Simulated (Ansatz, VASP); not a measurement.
# KBr: VASP beside Ansatz

The input INCAR:

```
ALGO = Normal
DIPOL = 0.5 0.5 0.304
EDIFF = 1E-7
ENCUT = 520
GGA = PE
IDIPOL = 3
ISIF = 2
ISMEAR = 0
LASPH = T
LCHARG = T
LDIPOL = T
LELF = T
LREAL = F
LVACPOTAV = T
LVHAR = T
LWAVE = F
NBANDS = 42
NELM = 100
PREC = Accurate
SIGMA = 0.1
```

Contents of KPOINTS:

```
k-points
0
Gamma
  2 2 1
```

The input POSCAR:

```
KBr
1.0
    9.1379023037      0.0000000000      0.0000000000
    0.0000000000      9.1379023037      0.0000000000
    0.0000000000      0.0000000000     26.3069184000
K Br
4 4
Direct
    0.2500000000      0.2500000000      0.3040775774
    0.2500000000      0.7500000000      0.3040775774
    0.7500000000      0.2500000000      0.3040775774
    0.7500000000      0.7500000000      0.3040775774
    0.5000000000      0.0000000000      0.3041274490
    0.5000000000      0.5000000000      0.3041274490
    0.0000000000      0.0000000000      0.3041274490
    0.0000000000      0.5000000000      0.3041274490
```

Input for Ansatz:

```yaml
crystal:
  lattice:
    - [9.1379023037, 0.0, 0.0]
    - [0.0, 9.1379023037, 0.0]
    - [0.0, 0.0, 26.3069184]
  atoms:
    - { symbol: K, position: [0.25, 0.25, 0.3040775774] }
    - { symbol: K, position: [0.25, 0.75, 0.3040775774] }
    - { symbol: K, position: [0.75, 0.25, 0.3040775774] }
    - { symbol: K, position: [0.75, 0.75, 0.3040775774] }
    - { symbol: Br, position: [0.5, 0.0, 0.304127449] }
    - { symbol: Br, position: [0.5, 0.5, 0.304127449] }
    - { symbol: Br, position: [0.0, 0.0, 0.304127449] }
    - { symbol: Br, position: [0.0, 0.5, 0.304127449] }
  periodic: [true, true, false]
basis:
  ecutwfc: 420
kpoints:
  mp_grid: { grid: [2, 2, 1] }
hamiltonian:
  xc: pbe
scf:
  occupations: { method: gaussian, width: 0.1 }
  lower_state_search: "off"
output:
  forces: true
  stress: true
  eigenvalues: true
```

Alike in both runs: task single point; functional PBE; k mesh 2 × 2 × 1; occupations gaussian, width 0.1 eV; no spin polarisation.

|  | VASP | Ansatz |
| --- | --- | --- |
| version | VASP 6.6.1 | Ansatz 0.2.0 |
| potentials or method | VASP PAW PBE potentials, release 64 (K_sv, Br), cutoff 520 eV | scalar-relativistic, plane waves, PAW |
| valence electrons in the cell | 64 | 64 |

```tsv
	VASP	Ansatz	Ansatz less VASP
gap on the k mesh at the Fermi level (eV)	4.37	4.37	0.000
least direct gap on the mesh (eV)	4.37	4.37	0.000
```

The functional is the same, so the differences come from potentials, cutoffs and numerics.
